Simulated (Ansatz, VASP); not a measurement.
TiO2: VASP and Ansatz over several settings

```
Ti O
1.0
     4.63030    0.00000    0.00000
     0.00000    4.63030    0.00000
     0.00000    0.00000    2.97881
Ti O
2 4
Direct
  0.00000 0.00000 0.50000
  0.50000 0.50000 0.00000
  0.30432 0.30432 0.50000
  0.19568 0.80432 0.00000
  0.80432 0.19568 0.00000
  0.69568 0.69568 0.50000
```

Single points on this cell with VASP 6.6.1 and Ansatz 0.2.0. Each row is one pair of runs. Alike in all rows: spin: off; k mesh: 6 × 6 × 9; smearing: fermi-dirac, width 0.05 eV; VASP's potentials, cutoff: VASP PAW PBE potentials, release 64 (Ti_sv, O), 520 eV.

| level | Ansatz's potentials, cutoff | gap on the k mesh at the Fermi level (eV), VASP | gap on the k mesh at the Fermi level (eV), Ansatz | least direct gap on the mesh (eV), VASP | least direct gap on the mesh (eV), Ansatz | pressure (GPa), VASP | pressure (GPa), Ansatz |
| --- | --- | --- | --- | --- | --- | --- | --- |
| PBE | JTH PAW, 1380 eV | 1.79 | 1.81 | 1.79 | 1.81 | 0.2 | -0.1 |
| BLYP+D3(BJ) | Ansatz PAW, 420 eV | 1.78 | 1.81 | 1.78 | 1.81 | -2.4 | -3.4 |
| PBE | Ansatz NC, 1240 eV | ? | 1.82 | ? | 1.82 | ? | -0.6 |

**Question.** Fill in what VASP gave in row 3.

**Answer.** gap on the k mesh at the Fermi level (eV): 1.79; least direct gap on the mesh (eV): 1.79; pressure (GPa): 0.2.

Noted on Ansatz's runs: odd divisions of the mesh miss points on the zone boundary, where band edges often lie, so the gap on the mesh can be too wide.
